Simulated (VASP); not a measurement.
Input of a VASP 6.6.1 run:

File INCAR:

```
ALGO = Normal ; EDIFF = 1E-7
ENCUT = 520 ; GGA = PS
ISIF = 2 ; ISMEAR = -1
ISPIN = 2 ; IVDW = 12
LASPH = T ; LCHARG = F
LMAXMIX = 4 ; LORBIT = 11
LREAL = F ; LWAVE = F
MAGMOM = 0 3 ; NBANDS = 20
NELM = 150 ; PREC = Accurate
SIGMA = 0.05
```

KPOINTS

```
k-points
0
Gamma
  10 10 7
```

Contents of POSCAR:

```
FePt
1.0
    2.7235000000      0.0000000000      0.0000000000
    0.0000000000      2.7235000000      0.0000000000
    0.0000000000      0.0000000000      3.7200000000
Pt Fe
1 1
Direct
    0.5000000000      0.5000000000      0.5000000000
    0.0000000000      0.0000000000      0.0000000000
```

Potentials or basis: VASP PAW PBE potentials, release 64 (Pt, Fe).

Run with:

```sh
$ cat potpaw_PBE.64/Pt/POTCAR potpaw_PBE.64/Fe/POTCAR > POTCAR
$ mpirun -np 1 vasp_std > vasp.out
```

(1) Predict the net moment.

(2) Estimate the pressure.

(3) What does it give for the site moments?

(4) Estimate the dispersion energy per atom.

Answers

(1) 3.27 μB per cell.

(2) -12.3 GPa.

(3) Pt +0.34; Fe +2.90 μB.

(4) -0.509 eV.

Caveat: three body term missing; the cell stands under tension; the PAW data sets were made with another functional, which shifts forces and pressure a little.
